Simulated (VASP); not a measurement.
# TePb (R-3m) in VASP: electric field gradients with PBE

Aim: the electric field gradients of TePb with PBE.

Everything below comes from runs of VASP 6.6.1. Logs are shortened: lines on timing, memory, paths and dates and some standing lists are left out, and cuts for length are marked.

## Step 1: The cell of the first run

Symmetry: R-3m, No. 166, trigonal system. The conventional cell has a = 4.495 Å, b = 4.495 Å, c = 11.514 Å, α = 90.00°, β = 90.00°, γ = 120.00°. Within 4.2 Å of Te (site symmetry -3m) lie 6 Pb at 3.23 Å. Pb (site symmetry -3m) has 6 Te at 3.23 Å within 4.2 Å.

## Step 2: Electric field gradients, PBE, collinear spin

INCAR reads:

```
PREC     = Accurate       # precision mode
ENCUT    = 520            # plane-wave cutoff, eV
EDIFF    = 1E-8           # SCF threshold, eV
ISMEAR   = 1              # smearing method
SIGMA    = 0.01           # smearing width, eV
LREAL    = F              # projectors in reciprocal space
LASPH    = T              # aspherical terms in the spheres
NELM     = 150            # most SCF steps
ALGO     = Normal         # electronic algorithm
ISIF     = 2              # what is computed and relaxed
LWAVE    = F              # write WAVECAR
LCHARG   = F              # write CHGCAR
ISPIN    = 2              # spin polarisation
MAGMOM   = 0.2 0.2        # initial moments
LORBIT   = 11             # projections on sites
GGA      = PE             # functional
LEFG     = T            
NBANDS   = 21             # bands
```

KPOINTS reads:

```
regular mesh
0
Gamma
  10 10 10
```

POSCAR reads:

```
TePb
1.0
    0.0968100000      3.2754050000      3.2754050000
    3.2754050000      0.0968100000      3.2754050000
    3.2754050000      3.2754050000      0.0968100000
Te Pb
1 1
Direct
    0.5000000000      0.5000000000      0.5000000000
    0.0000000000      0.0000000000      0.0000000000
```

Potentials or basis: VASP PAW PBE potentials, release 64 (Te, Pb_d).

Command:

```console
> cat potpaw_PBE.64/Te/POTCAR potpaw_PBE.64/Pb_d/POTCAR > POTCAR
> mpirun -np 1 vasp_std > vasp.out
```

OUTCAR:

```text
PREC = Accurate
   ENCUT = 520
   EDIFF = 1E-8
   ISMEAR = 1
   LREAL = F
   LASPH = T
   NELM = 150
   ISIF = 2
   ISPIN = 2
   LORBIT = 11
   GGA = PE

 ion  position               nearest neighbor table
   1  0.500  0.500  0.500-   2 3.23   2 3.23   2 3.23   2 3.23   2 3.23   2 3.23
   2  0.000  0.000  0.000-   1 3.23   1 3.23   1 3.23   1 3.23   1 3.23   1 3.23

  LATTYP: Found a trigonal (rhomboedric) cell.
 ALAT       =     4.6331337132
 COS(alpha) =     0.5293254421

  Lattice vectors:

 A1 = (   0.0968100000,   3.2754050000,   3.2754050000)
 A2 = (   3.2754050000,   0.0968100000,   3.2754050000)
 A3 = (   3.2754050000,   3.2754050000,   0.0968100000)

Analysis of symmetry for initial positions (statically):
=====================================================================
 Subroutine PRICEL returns:
 Original cell was already a primitive cell.

 Routine SETGRP: Setting up the symmetry group for a
 trigonal (rhombohedral) supercell.

 Subroutine GETGRP returns: Found 12 space group operations
 (whereof 12 operations were pure point group operations)
 out of a pool of 12 trial point group operations.

The static configuration has the point symmetry D_3d.

Analysis of symmetry for dynamics (positions and initial velocities):
=====================================================================
 Subroutine PRICEL returns:
 Original cell was already a primitive cell.

 Routine SETGRP: Setting up the symmetry group for a
 trigonal (rhombohedral) supercell.

 Subroutine GETGRP returns: Found 12 space group operations
 (whereof 12 operations were pure point group operations)
 out of a pool of 12 trial point group operations.

The dynamic configuration has the point symmetry D_3d.

Analysis of structural, dynamic, and magnetic symmetry:
=====================================================================
 Subroutine PRICEL returns:
 Original cell was already a primitive cell.

 Routine SETGRP: Setting up the symmetry group for a
 trigonal (rhombohedral) supercell.

 Subroutine GETGRP returns: Found 12 space group operations
 (whereof 12 operations were pure point group operations)
[... 166 lines left out ...]
      4     -11.0396      1.00000
      5     -11.0388      1.00000
      6      -6.3694      1.00000
[... 565 lines left out ...]
     20      18.2684      0.00000
     21      19.0252      0.00000

 [... further k-points ...]

 spin component 2

 k-point     1 :       0.0000    0.0000    0.0000
  band No.  band energies     occupation
      1     -11.0523      1.00000
      2     -11.0523      1.00000
      3     -11.0396      1.00000
      4     -11.0396      1.00000
      5     -11.0388      1.00000
      6      -6.3694      1.00000
[... 565 lines left out ...]
     20      18.2684      0.00000
     21      19.0252      0.00000

 [... further k-points ...]

------------------------ aborting loop because EDIFF is reached ----------------------------------------

  FORCE on cell =-STRESS in cart. coord.  units (eV):
  Direction    XX          YY          ZZ          XY          YZ          ZX
  --------------------------------------------------------------------------------------
  -------------------------------------------------------------------------------------
  Total        0.9537231      0.9537231      0.9537231     -0.1866542     -0.1866542     -0.1866542
  in kB       22.7507805     22.7507805     22.7507805     -4.4525800     -4.4525800     -4.4525800
  external PRESSURE =      22.7507805 kB  Pullay stress =       0.0000000 kB

 VOLUME and BASIS-vectors are now :
 -----------------------------------------------------------------------------
  energy-cutoff  :      520.00
  volume of cell :       67.16
      direct lattice vectors                 reciprocal lattice vectors
     0.096810000  3.275405000  3.275405000    -0.159593013  0.155011395  0.155011395
     3.275405000  0.096810000  3.275405000     0.155011395 -0.159593013  0.155011395
     3.275405000  3.275405000  0.096810000     0.155011395  0.155011395 -0.159593013

 POSITION                                       TOTAL-FORCE (eV/Angst)
 -----------------------------------------------------------------------------------
      3.32381      3.32381      3.32381        -0.000000      0.000000     -0.000000
      0.00000      0.00000      0.00000         0.000000     -0.000000      0.000000
 -----------------------------------------------------------------------------------
    total drift:                               -0.000000      0.000000      0.000000

  FREE ENERGIE OF THE ION-ELECTRON SYSTEM (eV)
  ---------------------------------------------------
  free  energy   TOTEN  =        -7.4891476936 eV

  energy  without entropy=       -7.4891482734  energy(sigma->0) =       -7.48914789

 Electric field gradients (V/A^2)
---------------------------------------------------------------------
 ion       V_xx      V_yy      V_zz      V_xy      V_xz      V_yz
---------------------------------------------------------------------
   1       0.000     0.000    -0.000    16.428    16.428    16.428
   2      -0.000    -0.000     0.000    -0.722    -0.722    -0.722
---------------------------------------------------------------------

 Electric field gradients after diagonalization (V/A^2)
 (convention: |V_zz| > |V_xx| > |V_yy|)
----------------------------------------------------------------------
 ion       V_xx      V_yy      V_zz     asymmetry (V_yy - V_xx)/ V_zz
----------------------------------------------------------------------
   1     -16.428   -16.428    32.855       0.000
   2       0.722     0.722    -1.443       0.000
----------------------------------------------------------------------

           NMR quadrupolar parameters

 Cq : quadrupolar parameter    Cq=e*Q*V_zz/h
 eta: asymmetry parameters     (V_yy - V_xx)/ V_zz
 Q  : nuclear electric quadrupole moment in mb (millibarn)
----------------------------------------------------------------------
 ion       Cq(MHz)       eta       Q (mb)
----------------------------------------------------------------------
   1       0.079       0.000       1.000
   2      -0.003       0.000       1.000
----------------------------------------------------------------------

 total charge

# of ion       s       p       d       tot
------------------------------------------
    1        1.374   2.004   0.019   3.397
    2        1.460   0.581   9.834  11.875
--------------------------------------------------
tot          2.835   2.585   9.852  15.272

 magnetization (x)

# of ion       s       p       d       tot
------------------------------------------
    1        0.000  -0.000   0.000  -0.000
    2       -0.000   0.000  -0.000  -0.000
--------------------------------------------------
tot         -0.000  -0.000  -0.000  -0.000
```

OSZICAR:

```text
N       E                     dE             d eps       ncg     rms          rms(c)
DAV:   1     0.161909792409E+03    0.16191E+03   -0.85637E+03  9768   0.898E+02
DAV:   2     0.464780119890E+01   -0.15726E+03   -0.14961E+03 10252   0.269E+02
DAV:   3    -0.722012576184E+01   -0.11868E+02   -0.11762E+02 12098   0.775E+01
DAV:   4    -0.758186102231E+01   -0.36174E+00   -0.36145E+00 11752   0.139E+01
DAV:   5    -0.759933470183E+01   -0.17474E-01   -0.17473E-01 13931   0.310E+00    0.347E+00
DAV:   6    -0.749038487159E+01    0.10895E+00   -0.22207E-01 14518   0.292E+00    0.205E+00
DAV:   7    -0.748705984332E+01    0.33250E-02   -0.72930E-02 12475   0.113E+00    0.106E+00
DAV:   8    -0.748874779511E+01   -0.16880E-02   -0.54565E-03 11172   0.468E-01    0.568E-01
DAV:   9    -0.748907280999E+01   -0.32501E-03   -0.10929E-03 12033   0.285E-01    0.161E-01
DAV:  10    -0.748912097535E+01   -0.48165E-04   -0.12044E-04 12335   0.757E-02    0.513E-02
DAV:  11    -0.748913259373E+01   -0.11618E-04   -0.24304E-05 12488   0.417E-02    0.208E-02
DAV:  12    -0.748914569447E+01   -0.13101E-04   -0.11239E-05 10834   0.168E-02    0.953E-03
DAV:  13    -0.748914763347E+01   -0.19390E-05   -0.28219E-06 11420   0.933E-03    0.345E-03
DAV:  14    -0.748914769896E+01   -0.65498E-07   -0.26764E-07 12073   0.392E-03    0.218E-03
DAV:  15    -0.748914769356E+01    0.54017E-08   -0.55461E-08 11317   0.151E-03
   1 F= -.74891477E+01 E0= -.74891479E+01  d E =0.579792E-06  mag=    -0.0000
```

stdout:

```text
POSCAR found type information on POSCAR TePb
 POSCAR found :  2 types and       2 ions
 scaLAPACK will be used
 LDA part: xc-table for (Slater+PW92), standard interpolation
 POSCAR, INCAR and KPOINTS ok, starting setup
 FFT: planning ... GRIDC
 FFT: planning ... GRID_SOFT
 FFT: planning ... GRID
 WAVECAR not read
 entering main loop
ion   1

ion   2
```

Run time: 9.3 min. Hardware: 1 thread of AMD EPYC 7R43 (Zen 3), shared host; peak memory 0.39 GiB.

What came out:

- Free energy: -7.4891 eV
- Pressure: 2.3 GPa
- Band gap on the k mesh: 0.40 eV (least direct gap 0.66 eV)
- Net moment: 0.00 μB per cell
- Largest electric field gradient by atom: Te +32.9; Pb -1.4 V/Å²
- Valence electrons inside the program's atomic spheres: Te 3.40; Pb 11.88

Electric field gradients, principal values (V/Å²):
```tsv
atom	least	middle	greatest (by size)
1 Te	-16.428	-16.428	32.855
2 Pb	0.722	0.722	-1.443
```

Caveat: without QUAD_EFG the Cq values of the log hold for a quadrupole moment of 1 mb, not for the nuclei; spin-orbit coupling is left out, which moves the levels of the heavy elements.
